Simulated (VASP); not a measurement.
Write the native input for VASP 6.6.1 that does the following.

```
Task                   : single point
Functional             : LDA
Potentials or basis    : VASP PAW LDA potentials, release 64 (Cs_sv, Pb_d, Br)
Cutoff                 : 520 eV
k mesh                 : 6 × 6 × 6
Occupations            : gaussian, width 0.05 eV
Spin                   : no spin polarisation
Dipole correction      : no
Further INCAR settings : ALGO = Normal; EDIFF = 1e-06; NBANDS = 30
```

The structure of CsPbBr3 lies in POSCAR:

```
CsPbBr3
1.0
    5.8700000000      0.0000000000      0.0000000000
    0.0000000000      5.6058500000      0.0000000000
    0.0000000000      0.0000000000      5.8700000000
Cs Pb Br
1 1 3
Direct
    0.0000000000      0.0000000000      0.0000000000
    0.5000000000      0.5000000000      0.5000000000
    0.0000000000      0.5000000000      0.5000000000
    0.5000000000      0.0000000000      0.5000000000
    0.5000000000      0.5000000000      0.0000000000
```

This cell differs from its parent crystal: strain -0.0450 x Voigt [0, 1, 0, 0, 0, 0].

These files were run (other wordings do the same):

INCAR

```
ALGO = Normal ; EDIFF = 1E-6
ENCUT = 520 ; GGA = CA
ISIF = 2 ; ISMEAR = 0
LASPH = T ; LCHARG = F
LREAL = F ; LWAVE = F
NBANDS = 30 ; NELM = 100
PREC = Accurate ; SIGMA = 0.05
```

KPOINTS

```
k-points
0
Gamma
  6 6 6
```

Potentials or basis: VASP PAW LDA potentials, release 64 (Cs_sv, Pb_d, Br).

The run is started by

```sh
$ cat potpaw_LDA.64/Cs_sv/POTCAR potpaw_LDA.64/Pb_d/POTCAR potpaw_LDA.64/Br/POTCAR > POTCAR
$ mpirun -np 1 vasp_std > vasp.out
```

It gave:

* Pressure: 0.0 GPa
* Band gap on the k mesh: 1.00 eV, direct

Caveat: the cell differs from its parent crystal (strain -0.0450 x Voigt [0, 1, 0, 0, 0, 0]); spin-orbit coupling is left out, which moves the levels of the heavy elements.

Wall time 3.3 min on 1 thread of Intel Xeon 6975P-C, on a shared host, peak memory 0.39 GiB.
